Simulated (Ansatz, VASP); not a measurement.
## Al2Pt in VASP and in Ansatz

The input INCAR:

```
ALGO = Normal ; EDIFF = 1E-7
ENCUT = 520 ; GGA = CA
ISIF = 2 ; ISMEAR = -1
LASPH = T ; LCHARG = T
LELF = T ; LREAL = F
LVHAR = T ; LWAVE = F
NBANDS = 15 ; NELM = 80
PREC = Accurate ; SIGMA = 0.08
```

KPOINTS

```
k-points
0
Gamma
  12 12 12
```

POSCAR

```
Al2Pt
1.0
    0.0000000000      3.0129558903      3.0129558903
    3.0129558903      0.0000000000      3.0129558903
    3.0129558903      3.0129558903      0.0000000000
Al Pt
2 1
Direct
    0.2500000000      0.2500000000      0.2500000000
    0.7500000000      0.7500000000      0.7500000000
    0.0000000000      0.0000000000      0.0000000000
```

Input for Ansatz:

```yaml
crystal:
  lattice:
    - [0.0, 3.0129558903, 3.0129558903]
    - [3.0129558903, 0.0, 3.0129558903]
    - [3.0129558903, 3.0129558903, 0.0]
  atoms:
    - { symbol: Al, position: [0.25, 0.25, 0.25] }
    - { symbol: Al, position: [0.75, 0.75, 0.75] }
    - { symbol: Pt, position: [0.0, 0.0, 0.0] }
kpoints:
  mp_grid: { grid: [12, 12, 12] }
  band_path:
    path:
      - [0.0, 0.0, 0.0]
      - [0.5, 0.0, 0.5]
      - [0.625, 0.25, 0.625]
      - [0.375, 0.375, 0.75]
      - [0.0, 0.0, 0.0]
      - [0.5, 0.5, 0.5]
      - [0.5, 0.25, 0.75]
      - [0.5, 0.0, 0.5]
    npoints: 5
scf:
  occupations: { method: fermi_dirac, width: 0.08 }
hamiltonian:
  xc: lda
  pseudopotentials: { kind: all_electron, lapw: { basis_error: 0.001 } }
output:
  forces: true
  stress: true
  eigenvalues: true
```

Change from the starting cell: volume scaled by 1.06.

Alike in both runs: task single point; functional LDA; k mesh 12 × 12 × 12; occupations fermi-dirac, width 0.08 eV; no spin polarisation.

|  | VASP | Ansatz |
| --- | --- | --- |
| version | VASP 6.6.1 | Ansatz 0.2.0 |
| potentials or method | VASP PAW LDA potentials, release 64 (Al, Pt), cutoff 520 eV | all-electron LAPW, scalar-relativistic |

```csv
,VASP,Ansatz,Ansatz less VASP
pressure (GPa),-10.2,-10.4,-0.22
```

LDA's correlation is that of Perdew and Zunger in VASP and of Perdew and Wang (1992) in Ansatz. Ansatz ran all-electron here, and VASP with PAW potentials.

Spin-orbit coupling is off throughout.
